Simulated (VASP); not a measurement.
A run of VASP 6.6.1 is set up as follows.

The input INCAR:

```
SYSTEM = PtS2
ALGO     = Normal         ! electronic algorithm
EDIFF    = 1E-6           ! SCF threshold, eV
ENCUT    = 520            ! plane-wave cutoff, eV
GGA      = PS             ! functional
GGA_COMPAT= .False.      
ISIF     = 2              ! what is computed and relaxed
ISMEAR   = -1             ! smearing method
LASPH    = .True.         ! aspherical terms in the spheres
LCHARG   = .False.        ! write CHGCAR
LMAXMIX  = 4              ! l up to which the mixer works
LORBIT   = 11             ! projections on sites
LORBMOM  = .True.       
LREAL    = .False.        ! projectors in reciprocal space
LSORBIT  = .True.         ! spin-orbit coupling
LWAVE    = .False.        ! write WAVECAR
MAGMOM   = 0 0 0 0 0 0 0 0 0 ! initial moments
NBANDS   = 35             ! bands
NELM     = 150            ! most SCF steps
PREC     = Accurate       ! precision mode
SIGMA    = 0.05           ! smearing width, eV
```

KPOINTS

```
k-points
0
Gamma
  7 7 4
  0 0 0
```

Contents of POSCAR:

```
PtS2
1.0
    3.5432000000      0.0000000000      0.0000000000
   -1.7716000000      3.0685012107      0.0000000000
    0.0000000000      0.0000000000      5.0388000000
Pt S
1 2
Direct
    0.0000000000      0.0000000000      0.0000000000
    0.6666666667      0.3333333333      0.7730000000
    0.3333333333      0.6666666667      0.2270000000
```

Potentials or basis: VASP PAW PBE potentials, release 64 (Pt, S).

Launch:

```bash
$ cat potpaw_PBE.64/Pt/POTCAR potpaw_PBE.64/S/POTCAR > POTCAR
$ mpirun -np 1 vasp_ncl > vasp.out
```

(1) Estimate the largest force.

(2) Predict the pressure.

Results:

(1) 0.961 eV/Å.

(2) 6.3 GPa.

Caveat: the PAW data sets were made with another functional, which shifts forces and pressure a little.
